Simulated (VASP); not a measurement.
Sc, 1 atom in the cell. Symmetry: Pm-3m, No. 221, cubic system. Conventional cell: a = 2.922 Å, b = 2.922 Å, c = 2.922 Å, α = 90.00°, β = 90.00°, γ = 90.00°. Within 3.8 Å of Sc (site symmetry m-3m) lie 6 Sc at 2.92 Å. This isn't the form of Sc at room conditions, which is hcp.

| Item | Value |
| --- | --- |
| Program | VASP 6.6.1 |
| Task | single point |
| Functional | r2SCAN |
| Potentials or basis | VASP PAW PBE potentials, release 64 (Sc_sv) |
| Cutoff | 520 eV |
| k mesh | 12 × 12 × 12 |
| Occupations | fermi-dirac, width 0.1 eV |
| Spin | no spin polarisation |
| Dipole correction | no |
| Further INCAR settings | ALGO = Normal; EDIFF = 1e-06; NBANDS = 12 |

Potentials or basis: VASP PAW PBE potentials, release 64 (Sc_sv).

Launch:

```sh
$ cat potpaw_PBE.64/Sc_sv/POTCAR > POTCAR
$ cp INCAR.step1 INCAR
$ mpirun -np 1 vasp_std > vasp.out
$ cp INCAR.step2 INCAR
$ mpirun -np 1 vasp_std > vasp.out
```

Hardware: 1 thread of AMD EPYC 9R45 96-Core Processor (Zen 5), with other jobs on the host.

Problem. How long does it take, and how much memory?

Solution. Wall time 49 s on 1 thread of AMD EPYC 9R45 96-Core Processor (Zen 5), with other jobs on the host, peak memory 0.12 GiB. Counts: k points 84.
